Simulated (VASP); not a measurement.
SrTe3Ir:

```xyz
5
Lattice="4.6400 0.0000 0.0000 0.0000 4.6400 0.0000 0.0000 0.0000 4.6400" Properties=species:S:1:pos:R:3 pbc="T T T"
Sr    0.0000    0.0000    0.0000
Ir    2.3200    2.3200    2.3200
Te    2.3200    2.3200    0.0000
Te    0.0000    2.3200    2.3200
Te    2.3200    0.0000    2.3200
```

```yaml
Program: VASP 6.6.1
Task: relaxation of cell and atoms
Functional: LDA
Potentials_or_basis: VASP PAW LDA potentials, release 64 (Sr_sv, Ir, Te)
Cutoff: 600 eV
k_mesh: 6 × 6 × 6
Occupations: fermi-dirac, width 0.1 eV
Spin: no spin polarisation
```

At the start: pressure 62.5 GPa; volume 19.98 Å³/atom.

Task: How do energy, volume and symmetry change on relaxing?

Result: Over 5 steps the energy falls by 1249.7 meV/atom and the volume is 29.02 Å³/atom (+45.3 %); space group Pm-3m (No. 221, to 0.1 Å) before and after.

Step by step:
| step | energy change (eV) | largest force (eV/Å) | pressure (GPa) | volume (Å³) |
| --- | --- | --- | --- | --- |
| 1 | 0.0000 | 0.0000 | 62.45 | 99.90 |
| 2 | 0.1469 | 0.0000 | -10.06 | 260.11 |
| 3 | -6.1705 | 0.0000 | -3.16 | 152.85 |
| 4 | -6.2334 | 0.0000 | -1.48 | 148.54 |
| 5 | -6.2486 | 0.0000 | 0.08 | 145.11 |

Final structure:
```xyz
5
Lattice="5.2549 0.0000 0.0000 0.0000 5.2549 0.0000 0.0000 0.0000 5.2549" Properties=species:S:1:pos:R:3 pbc="T T T"
Sr    0.0000    0.0000    0.0000
Ir    2.6274    2.6274    2.6274
Te    2.6274    2.6274    0.0000
Te    0.0000    2.6274    2.6274
Te    2.6274    0.0000    2.6274
```

Caveat: the volume moved by over 15 % at a fixed basis, so the end points are rough; the highest band is partly filled, so the run has too few bands; an odd number of electrons without spin polarisation forces a metal; a magnetic or distorted state may lie lower.
